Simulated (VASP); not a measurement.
# Mo (P6/mmm) in VASP: notebook

The runs below take Mo through relaxation of shape and atoms at fixed volume, relaxation of cell and atoms, with PBE.

Program: VASP 6.6.1. These are calculated values, not measurements. Logs are shortened: lines on timing, memory, paths and dates and some standing lists are left out, and cuts for length are marked.

**1. The cell of the first run**

It takes space group P6/mmm (No. 191, hexagonal). Conventional cell: a = 2.725 Å, b = 2.725 Å, c = 2.481 Å, α = 90.00°, β = 90.00°, γ = 120.00°. Mo (site symmetry 6/mmm) has 8 Mo at 2.48 to 2.73 Å within 3.3 Å.

This isn't the form of Mo at room conditions, which is bcc.

**2. Relaxation of shape and atoms at fixed volume, PBE**

The input, INCAR:

```
SYSTEM = Mo
ALGO = Normal ; EDIFF = 1E-6
EDIFFG = -0.005 ; ENCUT = 600
GGA = PE ; IBRION = 2
ISIF = 4 ; ISMEAR = -1
LASPH = .TRUE. ; LCHARG = .FALSE.
LREAL = .FALSE. ; LWAVE = .FALSE.
NELM = 60 ; NSW = 50
PREC = Accurate ; SIGMA = 0.08
```

The input, KPOINTS:

```
k-points
0
G
  18 18 16
  0 0 0
```

The input, POSCAR:

```
Mo
1.0
    2.7251123213      0.0000000000      0.0000000000
   -1.3625561606      2.3600164984      0.0000000000
    0.0000000000      0.0000000000      2.4813264063
Mo
1
Direct
    0.0000000000      0.0000000000      0.0000000000
```

Potentials or basis: VASP PAW PBE potentials, release 64 (Mo_sv).

The run is started by

```sh
> cat potpaw_PBE.64/Mo_sv/POTCAR > POTCAR
> mpirun -np 1 vasp_std > vasp.out
```

OUTCAR:

```text
SYSTEM = Mo
   EDIFF = 1E-6
   EDIFFG = -0.005
   ENCUT = 600
   GGA = PE
   IBRION = 2
   ISIF = 4
   ISMEAR = -1
   LASPH = .TRUE.
   LREAL = .FALSE.
   NELM = 60
   NSW = 50
   PREC = Accurate

 ion  position               nearest neighbor table
   1  0.000  0.000  0.000-

  LATTYP: Found a hexagonal cell.
 ALAT       =     2.7251123213
 C/A-ratio  =     0.9105409663

  Lattice vectors:

 A1 = (   2.7251123213,   0.0000000000,   0.0000000000)
 A2 = (  -1.3625561606,   2.3600164984,   0.0000000000)
 A3 = (   0.0000000000,   0.0000000000,   2.4813264063)

Analysis of symmetry for initial positions (statically):
=====================================================================
 Subroutine PRICEL returns:
 Original cell was already a primitive cell.

 Routine SETGRP: Setting up the symmetry group for a
 hexagonal supercell.

 Subroutine GETGRP returns: Found 24 space group operations
 (whereof 24 operations were pure point group operations)
 out of a pool of 24 trial point group operations.

The static configuration has the point symmetry D_6h.

Analysis of symmetry for dynamics (positions and initial velocities):
=====================================================================
 Subroutine PRICEL returns:
 Original cell was already a primitive cell.

 Routine SETGRP: Setting up the symmetry group for a
 hexagonal supercell.

 Subroutine GETGRP returns: Found 24 space group operations
 (whereof 24 operations were pure point group operations)
 out of a pool of 24 trial point group operations.

The dynamic configuration has the point symmetry D_6h.

 Subroutine INISYM returns: Found 24 space group operations
 (whereof 24 operations are pure point group operations),
 and found     1 'primitive' translations

----------------------------------------------------------------------------------------

                                     Primitive cell

  volume of cell :      15.9582

  direct lattice vectors                    reciprocal lattice vectors
     2.725112321  0.000000000  0.000000000     0.366957352  0.211862926  0.000000000
    -1.362556161  2.360016498  0.000000000     0.000000000  0.423725851  0.000000000
     0.000000000  0.000000000  2.481326406     0.000000000  0.000000000  0.403010260

  length of vectors
     2.725112321  2.725112321  2.481326406     0.423725851  0.423725851  0.403010260

  position of ions in fractional coordinates (direct lattice)
     0.000000000  0.000000000  0.000000000

  ion indices of the primitive-cell ions
   primitive index   ion index
                 1           1

----------------------------------------------------------------------------------------

 KPOINTS: k-points

Automatic generation of k-mesh.
 Grid dimensions read from file:
 generate k-points for:   18   18   16

 Generating k-lattice:

  Cartesian coordinates                     Fractional coordinates (reciprocal lattice)
     0.020386520  0.011770163  0.000000000     0.055555556 -0.000000000  0.000000000
     0.000000000  0.023540325  0.000000000     0.000000000  0.055555556  0.000000000
     0.000000000  0.000000000  0.025188141     0.000000000  0.000000000  0.062500000

  Length of vectors
     0.023540325  0.023540325  0.025188141

  Shift w.r.t. Gamma in fractional coordinates (k-lattice)
     0.000000000  0.000000000  0.000000000

 Subroutine IBZKPT returns following result:
 ===========================================

 Found    333 irreducible k-points:

 Following reciprocal coordinates:
            Coordinates               Weight
  0.000000  0.000000  0.000000      1.000000
  0.055556 -0.000000  0.000000      6.000000
  0.111111 -0.000000  0.000000      6.000000
  0.166667 -0.000000  0.000000      6.000000
  0.222222 -0.000000  0.000000      6.000000
  0.277778 -0.000000  0.000000      6.000000
[... 16 lines left out ...]
  0.333333  0.111111  0.000000     12.000000
  0.388889  0.111111  0.000000     12.000000
 [... further k-points ...]
   k-points           NKPTS =    333   k-points in BZ     NKDIM =    333   number of bands    NBANDS=     11
   number of dos      NEDOS =    301   number of ions     NIONS =      1
   total plane-waves  NPLWV =  11520
   dimension x,y,z NGX =    24 NGY =   24 NGZ =   20
   dimension x,y,z NGXF=    48 NGYF=   48 NGZF=   40
   ions per type =               1
   NGX,Y,Z   is equivalent  to a cutoff of  14.64, 14.64, 13.40 a.u.
   NGXF,Y,Z  is equivalent  to a cutoff of  29.28, 29.28, 26.80 a.u.
 SYSTEM =  Mo
   PREC   = accura    normal or accurate (medium, high low for compatibility)
   ISTART =      0    job   : 0-new  1-cont  2-samecut
   ICHARG =      2    charge: 1-file 2-atom 10-const
   ISPIN  =      1    spin polarized calculation?
   LNONCOLLINEAR =      F non collinear calculations
   LSORBIT =      F    spin-orbit coupling
   LASPH  =      T    aspherical Exc in radial PAW
   ENCUT  =  600.0 eV  44.10 Ry    6.64 a.u.   5.44  5.44  4.96*2*pi/ulx,y,z
   NELM   =     60;   NELMIN=  2; NELMDL= -5     # of ELM steps
   EDIFF  = 0.1E-05   stopping-criterion for ELM
   LREAL  =      F    real-space projection
   EDIFFG = -.5E-02   stopping-criterion for IOM
   NSW    =     50    number of steps for IOM
   IBRION =      2    ionic relax: 0-MD 1-quasi-New 2-CG
   NFREE  =      1    steps in history (QN), initial steepest desc. (CG)
   ISIF   =      4    stress and relaxation
   ISYM   =      2    0-nonsym 1-usesym 2-fastsym
   POTIM  = 0.5000    time-step for ionic-motion
   TEBEG  =    0.0;   TEEND  =   0.0 temperature during run
   PSTRESS=    0.0 pullay stress
   NELECT =      14.0000    total number of electrons
   NUPDOWN=      -1.0000    fix difference up-down
   EMIN   =  10.00;   EMAX   =-10.00  energy-range for DOS
   EFERMI =   0.00;   METHOD = LEGACY
   ISMEAR =    -1;   SIGMA  =   0.08  broadening in eV -4-tet -1-fermi 0-gaus
   EFERMI_NEDOS =   21; number of points for ismear=-14 and -15
   IALGO  =     38    algorithm
   IMIX   =      4    mixing-type and parameters
     AMIX     =   0.40;   BMIX     =  1.00
     AMIX_MAG =   1.60;   BMIX_MAG =  1.00
  volume/ion in A,a.u.               =      15.96       107.69
  Fermi-wavevector in a.u.,A,eV,Ry     =   1.567195  2.961569 33.417275  2.456100
  Thomas-Fermi vector in A             =   2.669411
   LORBIT       =      0    0 simple, 1 ext, 2 COOP (PROOUT), +10 PAW based schemes
   GGA     = PE    functional components
   LHFCALC =     F    Hartree Fock is set to
   AEXX    =    0.0000 exact exchange contribution
   IVDW    =     0    specifies the selected vdW correction
   LEPSILON=     F    determine dielectric tensor
   LRPA    =     F    only Hartree local field effects (RPA)
 conjugate gradient relaxation of ions
 non-spin polarized calculation
  energy-cutoff  :      600.00
  volume of cell :       15.96
 maximum number of plane-waves:       550
 NGX is ok and might be reduce to    24
   NGX = 11   NGY = 11   NGZ =  9

--------------------------------------- Ionic step        1  -------------------------------------------

 number of electron      14.0000001 magnetization

 Free energy of the ion-electron system (eV)
  ---------------------------------------------------
  ext. energy  EPLUGINS =         0.00000000
  ---------------------------------------------------
  free energy    TOTEN  =       -10.03392945 eV

  energy without entropy =      -10.01250288  energy(sigma->0) =      -10.02321616

------------------------ aborting loop because EDIFF is reached ----------------------------------------

  FORCE on cell =-STRESS in cart. coord.  units (eV):
  Direction    XX          YY          ZZ          XY          YZ          ZX
  --------------------------------------------------------------------------------------
  -------------------------------------------------------------------------------------
  Total        1.2193559      1.2193559      1.2466448      0.0000000      0.0000000      0.0000000
  in kB      122.4215112    122.4215112    125.1612738      0.0000000      0.0000000      0.0000000
  external PRESSURE =     123.3347654 kB  Pullay stress =       0.0000000 kB

 VOLUME and BASIS-vectors are now :
 -----------------------------------------------------------------------------
  energy-cutoff  :      600.00
  volume of cell :       15.96
      direct lattice vectors                 reciprocal lattice vectors
     2.725112321  0.000000000  0.000000000     0.366957352  0.211862926  0.000000000
    -1.362556161  2.360016498  0.000000000     0.000000000  0.423725851  0.000000000
     0.000000000  0.000000000  2.481326406     0.000000000  0.000000000  0.403010260

 POSITION                                       TOTAL-FORCE (eV/Angst)
 -----------------------------------------------------------------------------------
      0.00000      0.00000      0.00000         0.000000      0.000000      0.000000
 -----------------------------------------------------------------------------------
    total drift:                                0.000000      0.000000      0.000000

  FREE ENERGIE OF THE ION-ELECTRON SYSTEM (eV)
  ---------------------------------------------------
  free  energy   TOTEN  =       -10.0339294486 eV

  energy  without entropy=      -10.0125028794  energy(sigma->0) =      -10.02321616

--------------------------------------- Ionic step        2  -------------------------------------------

 number of electron      14.0000001 magnetization

 Free energy of the ion-electron system (eV)
  ---------------------------------------------------
  ext. energy  EPLUGINS =         0.00000000
  ---------------------------------------------------
  free energy    TOTEN  =       -10.03393625 eV

  energy without entropy =      -10.01258248  energy(sigma->0) =      -10.02325936

 E-fermi :  12.0897     XC(G=0): -13.1797

 val. band max:       12.0891732970   @ k =   0.1111   0.1111   0.5000
 cond. band min:      12.0973433750   @ k =   0.3333   0.3333   0.3125
 fundamental gap:      0.0081700779
 Fermi energy:        12.0896669483

 k-point     1 :       0.0000    0.0000    0.0000
  band No.  band energies     occupation
      1     -48.9321      2.00000
      2     -22.1689      2.00000
      3     -22.1689      2.00000
      4     -21.9411      2.00000
      5       5.2438      2.00000
      6       7.5404      2.00000
      7      11.1281      1.99999
      8      11.1281      1.99999
      9      16.5501      0.00000
     10      16.5501      0.00000
     11      24.9901      0.00000

 k-point     2 :       0.0556   -0.0000    0.0000
  band No.  band energies     occupation
      1     -48.9250      2.00000
      2     -22.2154      2.00000
      3     -22.1792      2.00000
      4     -21.9365      2.00000
      5       5.3690      2.00000
      6       7.5906      2.00000
      7      11.0015      2.00000
      8      11.2420      1.99995
      9      16.4214      0.00000
     10      16.5288      0.00000
     11      25.2801      0.00000

 k-point     3 :       0.1111   -0.0000    0.0000
  band No.  band energies     occupation
      1     -48.9048      2.00000
      2     -22.3484      2.00000
      3     -22.2089      2.00000
      4     -21.9230      2.00000
      5       5.7234      2.00000
      6       7.7375      2.00000
      7      10.6777      2.00000
      8      11.5791      1.99662
      9      16.0717      0.00000
     10      16.4681      0.00000
     11      26.0700      0.00000
[... 267 lines left out ...]
 k-point    23 :       0.3333    0.1111    0.0000
  band No.  band energies     occupation
      1     -48.7139      2.00000
      2     -23.4200      2.00000
      3     -22.5672      2.00000
      4     -21.7969      2.00000
      5       7.6930      2.00000
      6       8.5584      2.00000
      7      11.4418      1.99939
      8      13.8270      0.00000
      9      15.7144      0.00000
     10      16.3480      0.00000
     11      23.2639      0.00000

 k-point    24 :       0.3889    0.1111    0.0000
  band No.  band energies     occupation
      1     -48.6941      2.00000
      2     -23.5225      2.00000
      3     -22.6038      2.00000
      4     -21.7840      2.00000
      5       7.5534      2.00000
      6       8.7107      2.00000
      7      12.1417      0.68569
      8      13.6463      0.00000
      9      15.6395      0.00000
     10      17.0980      0.00000
     11      22.4424      0.00000

 [... further k-points ...]

------------------------ aborting loop because EDIFF is reached ----------------------------------------

  FORCE on cell =-STRESS in cart. coord.  units (eV):
  Direction    XX          YY          ZZ          XY          YZ          ZX
  --------------------------------------------------------------------------------------
  -------------------------------------------------------------------------------------
  Total        1.2289086      1.2289086      1.2250824      0.0000000     -0.0000000      0.0000000
  in kB      123.3805872    123.3805872    122.9964347      0.0000000     -0.0000000      0.0000000
  external PRESSURE =     123.2525364 kB  Pullay stress =       0.0000000 kB

 VOLUME and BASIS-vectors are now :
 -----------------------------------------------------------------------------
  energy-cutoff  :      600.00
  volume of cell :       15.96
      direct lattice vectors                 reciprocal lattice vectors
     2.723916987  0.000000000  0.000000000     0.367118383  0.211955897  0.000000000
    -1.361958493  2.358981308  0.000000000    -0.000000000  0.423911795  0.000000000
     0.000000000  0.000000000  2.483504642     0.000000000  0.000000000  0.402656787

 POSITION                                       TOTAL-FORCE (eV/Angst)
 -----------------------------------------------------------------------------------
      0.00000      0.00000      0.00000         0.000000      0.000000      0.000000
 -----------------------------------------------------------------------------------
    total drift:                                0.000000     -0.000000      0.000000

  FREE ENERGIE OF THE ION-ELECTRON SYSTEM (eV)
  ---------------------------------------------------
  free  energy   TOTEN  =       -10.0339362500 eV

  energy  without entropy=      -10.0125824780  energy(sigma->0) =      -10.02325936

 reached required accuracy - stopping structural energy minimisation
```

It took 2.3 min on 1 thread of Intel Xeon 8259CL, shared host; peak memory 0.19 GiB.

Results:

```
Free energy               : -10.0339 eV
Energy gained by relaxing : 0.0 meV/atom
Ionic steps               : 2
Pressure after relaxing   : 12.3 GPa
Band gap on the k mesh    : zero (bands 7 and 8 overlap by 2.04 eV)
```

Final structure:
```
CELL_PARAMETERS angstrom
2.72392 0.00000 0.00000
-1.36196 2.35898 0.00000
0.00000 0.00000 2.48350
ATOMIC_POSITIONS crystal
Mo 0.00000 0.00000 0.00000
```

(Continued in part 2 of 2.)
